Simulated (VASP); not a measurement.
# In (I4/mmm) in VASP: single point with PBE

Aim: the single point of In with PBE.

Everything below comes from runs of VASP 6.6.1. Logs are shortened: lines on timing, memory, paths and dates and some standing lists are left out, and cuts for length are marked.

## (1) The cell of the first run

Symmetry: I4/mmm, No. 139, tetragonal system. The conventional cell has a = 3.269 Å, b = 3.269 Å, c = 5.140 Å, α = 90.00°, β = 90.00°, γ = 90.00°. Within 4.3 Å of In (site symmetry 4/mmm) lie 12 In at 3.27 to 3.46 Å.

## (2) Single point, PBE

Contents of INCAR:

```
SYSTEM = In
PREC = Accurate
ENCUT = 520
EDIFF = 1E-6
ISMEAR = 0
SIGMA = 0.1
LREAL = .False.
LASPH = .True.
NELM = 60
ALGO = Fast
ISIF = 2
LWAVE = .False.
LCHARG = .False.
GGA = PE
NBANDS = 12
```

Contents of KPOINTS:

```
regular mesh
0
Gamma
  16 16 16
  0 0 0
```

Contents of POSCAR:

```
In
1.0
   -1.6346788893      1.6346788893      2.5698589756
    1.6346788893     -1.6346788893      2.5698589756
    1.6346788893      1.6346788893     -2.5698589756
In
1
Direct
    0.0000000000      0.0000000000      0.0000000000
```

Potentials or basis: VASP PAW PBE potentials, release 64 (In_d).

Command:

```console
cat potpaw_PBE.64/In_d/POTCAR > POTCAR
mpirun -np 1 vasp_std > vasp.out
```

OUTCAR:

```text
SYSTEM = In
   PREC = Accurate
   ENCUT = 520
   EDIFF = 1E-6
   ISMEAR = 0
   LREAL = .False.
   LASPH = .True.
   NELM = 60
   ISIF = 2
   GGA = PE

 ion  position               nearest neighbor table
   1  0.000  0.000  0.000-

  LATTYP: Found a body centered tetragonal cell.
 ALAT       =     3.2693577786
 C/A-ratio  =     1.5720879449

  Lattice vectors:

 A1 = (  -1.6346788893,   1.6346788893,   2.5698589756)
 A2 = (   1.6346788893,  -1.6346788893,   2.5698589756)
 A3 = (   1.6346788893,   1.6346788893,  -2.5698589756)

Analysis of symmetry for initial positions (statically):
=====================================================================
 Subroutine PRICEL returns:
 Original cell was already a primitive cell.

 Routine SETGRP: Setting up the symmetry group for a
 body centered tetragonal supercell.

 Subroutine GETGRP returns: Found 16 space group operations
 (whereof 16 operations were pure point group operations)
 out of a pool of 16 trial point group operations.

The static configuration has the point symmetry D_4h.

Analysis of symmetry for dynamics (positions and initial velocities):
=====================================================================
 Subroutine PRICEL returns:
 Original cell was already a primitive cell.

 Routine SETGRP: Setting up the symmetry group for a
 body centered tetragonal supercell.

 Subroutine GETGRP returns: Found 16 space group operations
 (whereof 16 operations were pure point group operations)
 out of a pool of 16 trial point group operations.

The dynamic configuration has the point symmetry D_4h.

 Subroutine INISYM returns: Found 16 space group operations
 (whereof 16 operations are pure point group operations),
 and found     1 'primitive' translations

----------------------------------------------------------------------------------------

                                     Primitive cell

  volume of cell :      27.4685

  direct lattice vectors                    reciprocal lattice vectors
    -1.634678889  1.634678889  2.569858976     0.000000000  0.305870470  0.194563206
     1.634678889 -1.634678889  2.569858976     0.305870470  0.000000000  0.194563206
     1.634678889  1.634678889 -2.569858976     0.305870470  0.305870470  0.000000000

  length of vectors
     3.456663897  3.456663897  3.456663897     0.362507359  0.362507359  0.432566167

  position of ions in fractional coordinates (direct lattice)
     0.000000000  0.000000000  0.000000000

  ion indices of the primitive-cell ions
   primitive index   ion index
                 1           1

----------------------------------------------------------------------------------------

 KPOINTS: regular mesh

Automatic generation of k-mesh.
 Grid dimensions read from file:
 generate k-points for:   16   16   16

 Generating k-lattice:

  Cartesian coordinates                     Fractional coordinates (reciprocal lattice)
     0.000000000  0.019116904  0.012160200     0.062500000  0.000000000  0.000000000
     0.019116904  0.000000000  0.012160200     0.000000000  0.062500000  0.000000000
     0.019116904  0.019116904  0.000000000     0.000000000  0.000000000  0.062500000

  Length of vectors
     0.022656710  0.022656710  0.027035385

  Shift w.r.t. Gamma in fractional coordinates (k-lattice)
     0.000000000  0.000000000  0.000000000

 Subroutine IBZKPT returns following result:
 ===========================================

 Found    349 irreducible k-points:

 Following reciprocal coordinates:
            Coordinates               Weight
  0.000000  0.000000  0.000000      1.000000
  0.062500  0.000000  0.000000      8.000000
  0.125000  0.000000  0.000000      8.000000
  0.187500  0.000000  0.000000      8.000000
  0.250000  0.000000  0.000000      8.000000
  0.312500  0.000000 -0.000000      8.000000
[... 16 lines left out ...]
 -0.125000  0.062500  0.000000     16.000000
 -0.062500  0.062500  0.000000      4.000000
 [... further k-points ...]
   k-points           NKPTS =    349   k-points in BZ     NKDIM =    349   number of bands    NBANDS=     12
   number of dos      NEDOS =    301   number of ions     NIONS =      1
   total plane-waves  NPLWV =  21952
   dimension x,y,z NGX =    28 NGY =   28 NGZ =   28
   dimension x,y,z NGXF=    56 NGYF=   56 NGZF=   56
   ions per type =               1
   NGX,Y,Z   is equivalent  to a cutoff of  13.47, 13.47, 13.47 a.u.
   NGXF,Y,Z  is equivalent  to a cutoff of  26.93, 26.93, 26.93 a.u.
 SYSTEM =  In
   PREC   = accura    normal or accurate (medium, high low for compatibility)
   ISTART =      0    job   : 0-new  1-cont  2-samecut
   ICHARG =      2    charge: 1-file 2-atom 10-const
   ISPIN  =      1    spin polarized calculation?
   LNONCOLLINEAR =      F non collinear calculations
   LSORBIT =      F    spin-orbit coupling
   LASPH  =      T    aspherical Exc in radial PAW
   ENCUT  =  520.0 eV  38.22 Ry    6.18 a.u.   6.43  6.43  6.43*2*pi/ulx,y,z
   NELM   =     60;   NELMIN=  2; NELMDL= -5     # of ELM steps
   EDIFF  = 0.1E-05   stopping-criterion for ELM
   LREAL  =      F    real-space projection
   EDIFFG = 0.1E-04   stopping-criterion for IOM
   NSW    =      0    number of steps for IOM
   IBRION =     -1    ionic relax: 0-MD 1-quasi-New 2-CG
   NFREE  =      0    steps in history (QN), initial steepest desc. (CG)
   ISIF   =      2    stress and relaxation
   ISYM   =      2    0-nonsym 1-usesym 2-fastsym
   POTIM  = 0.5000    time-step for ionic-motion
   TEBEG  =    0.0;   TEEND  =   0.0 temperature during run
   PSTRESS=    0.0 pullay stress
   NELECT =      13.0000    total number of electrons
   NUPDOWN=      -1.0000    fix difference up-down
   EMIN   =  10.00;   EMAX   =-10.00  energy-range for DOS
   EFERMI =   0.00;   METHOD = LEGACY
   ISMEAR =     0;   SIGMA  =   0.10  broadening in eV -4-tet -1-fermi 0-gaus
   EFERMI_NEDOS =   21; number of points for ismear=-14 and -15
   IALGO  =     68    algorithm
   IMIX   =      4    mixing-type and parameters
     AMIX     =   0.40;   BMIX     =  1.00
     AMIX_MAG =   1.60;   BMIX_MAG =  1.00
  volume/ion in A,a.u.               =      27.47       185.37
  Fermi-wavevector in a.u.,A,eV,Ry     =   1.275786  2.410886 22.145255  1.627630
  Thomas-Fermi vector in A             =   2.408479
   LORBIT       =      0    0 simple, 1 ext, 2 COOP (PROOUT), +10 PAW based schemes
   GGA     = PE    functional components
   LHFCALC =     F    Hartree Fock is set to
   AEXX    =    0.0000 exact exchange contribution
   IVDW    =     0    specifies the selected vdW correction
   LEPSILON=     F    determine dielectric tensor
   LRPA    =     F    only Hartree local field effects (RPA)
 non-spin polarized calculation
 RMM-DIIS sequential band-by-band and
 Gauss-broadening in eV      SIGMA  =   0.10
  energy-cutoff  :      520.00
  volume of cell :       27.47
 maximum number of plane-waves:       753
 NGX is ok and might be reduce to    28
   NGX = 13   NGY = 13   NGZ = 13

 number of electron      12.9999997 magnetization

 Free energy of the ion-electron system (eV)
  ---------------------------------------------------
  ext. energy  EPLUGINS =         0.00000000
  ---------------------------------------------------
  free energy    TOTEN  =        -2.56169996 eV

  energy without entropy =       -2.55967282  energy(sigma->0) =       -2.56068639

 E-fermi :   6.9765     XC(G=0): -10.0236

 val. band max:        6.9579763789   @ k =  -0.3750   0.4375   0.2500
 cond. band min:       6.9776176933   @ k =  -0.3750   0.3750   0.2500
 fundamental gap:      0.0196413144
 Fermi energy:         6.9765059693

 k-point     1 :       0.0000    0.0000    0.0000
  band No.  band energies     occupation
      1      -7.7046      2.00000
      2      -7.5662      2.00000
      3      -7.5662      2.00000
      4      -7.5354      2.00000
      5      -7.4009      2.00000
      6      -2.2348      2.00000
      7      17.0924      0.00000
      8      17.0924      0.00000
      9      17.2551      0.00000
     10      18.5150      0.00000
     11      20.5211      0.00000
     12      20.7516      0.00000

 k-point     2 :       0.0625    0.0000    0.0000
  band No.  band energies     occupation
      1      -7.6979      2.00000
      2      -7.5674      2.00000
      3      -7.5610      2.00000
      4      -7.5334      2.00000
      5      -7.4037      2.00000
      6      -2.1523      2.00000
      7      16.0925      0.00000
      8      16.9666      0.00000
      9      17.0083      0.00000
     10      18.3002      0.00000
     11      20.5989      0.00000
     12      20.9622      0.00000

 k-point     3 :       0.1250    0.0000    0.0000
  band No.  band energies     occupation
      1      -7.6818      2.00000
      2      -7.5744      2.00000
      3      -7.5473      2.00000
      4      -7.5219      2.00000
      5      -7.4105      2.00000
      6      -1.9033      2.00000
      7      14.1129      0.00000
      8      16.3939      0.00000
      9      16.8084      0.00000
     10      18.1942      0.00000
     11      19.8871      0.00000
     12      21.5287      0.00000
[... 286 lines left out ...]
 k-point    23 :      -0.1250    0.0625    0.0000
  band No.  band energies     occupation
      1      -7.6679      2.00000
      2      -7.5822      2.00000
      3      -7.5489      2.00000
      4      -7.5208      2.00000
      5      -7.4169      2.00000
      6      -1.9165      2.00000
      7      14.7381      0.00000
      8      15.8489      0.00000
      9      16.5972      0.00000
     10      17.9163      0.00000
     11      20.8844      0.00000
     12      21.3743      0.00000

 k-point    24 :      -0.0625    0.0625    0.0000
  band No.  band energies     occupation
      1      -7.6881      2.00000
      2      -7.5743      2.00000
      3      -7.5586      2.00000
      4      -7.5302      2.00000
      5      -7.4081      2.00000
      6      -2.1174      2.00000
      7      16.3452      0.00000
      8      16.5654      0.00000
      9      16.6363      0.00000
     10      17.9042      0.00000
     11      21.1002      0.00000
     12      21.4179      0.00000

 [... further k-points ...]
[... 5 lines left out ...]
  --------------------------------------------------------------------------------------
  -------------------------------------------------------------------------------------
  Total       -0.0103817     -0.0103817     -0.0157955      0.0000000     -0.0000000      0.0000000
  in kB       -0.6055454     -0.6055454     -0.9213172      0.0000000     -0.0000000      0.0000000
  external PRESSURE =      -0.7108026 kB  Pullay stress =       0.0000000 kB

 VOLUME and BASIS-vectors are now :
 -----------------------------------------------------------------------------
  energy-cutoff  :      520.00
  volume of cell :       27.47
      direct lattice vectors                 reciprocal lattice vectors
    -1.634678889  1.634678889  2.569858976     0.000000000  0.305870470  0.194563206
     1.634678889 -1.634678889  2.569858976     0.305870470  0.000000000  0.194563206
     1.634678889  1.634678889 -2.569858976     0.305870470  0.305870470  0.000000000

 POSITION                                       TOTAL-FORCE (eV/Angst)
 -----------------------------------------------------------------------------------
      0.00000      0.00000      0.00000         0.000000      0.000000     -0.000000
 -----------------------------------------------------------------------------------
    total drift:                               -0.000000     -0.000000     -0.000000

  FREE ENERGIE OF THE ION-ELECTRON SYSTEM (eV)
  ---------------------------------------------------
  free  energy   TOTEN  =        -2.5616999639 eV

  energy  without entropy=       -2.5596728158  energy(sigma->0) =       -2.56068639
```

Run time: 89 s. Hardware: 1 thread of Intel Xeon Platinum 8488C (Sapphire Rapids), shared host; peak memory 0.23 GiB.

What came out:

| Item | Value |
| --- | --- |
| Free energy | -2.5617 eV |
| Pressure | -0.1 GPa |

Caveat: spin-orbit coupling is left out, which moves the levels of the heavy elements.
